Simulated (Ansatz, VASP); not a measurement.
## SrCl2: VASP beside Ansatz

```
Sr Cl
1.0
     0.00000    3.55677    3.55677
     3.55677    0.00000    3.55677
     3.55677    3.55677    0.00000
Sr Cl
1 2
Direct
  0.00000 0.00000 0.00000
  0.75000 0.75000 0.75000
  0.25000 0.25000 0.25000
```

Change from the starting cell: volume scaled by 1.06.

Alike in both runs: task single point; functional LDA; k mesh 7 × 7 × 7; occupations fermi-dirac, width 0.05 eV; no spin polarisation.

|  | VASP | Ansatz |
| --- | --- | --- |
| version | VASP 6.6.1 | Ansatz 0.2.0 |
| potentials or method | VASP PAW LDA potentials, release 64 (Sr_sv, Cl), cutoff 520 eV | all-electron LAPW, scalar-relativistic |

```tsv
	VASP	Ansatz	Ansatz less VASP
gap on the k mesh at the Fermi level (eV)	4.70	4.70	-0.006
least direct gap on the mesh (eV)	5.00	4.99	-0.008
pressure (GPa)	-4.3	-4.4	-0.08
```

LDA's correlation is that of Perdew and Zunger in VASP and of Perdew and Wang (1992) in Ansatz. Ansatz ran all-electron here, and VASP with PAW potentials.
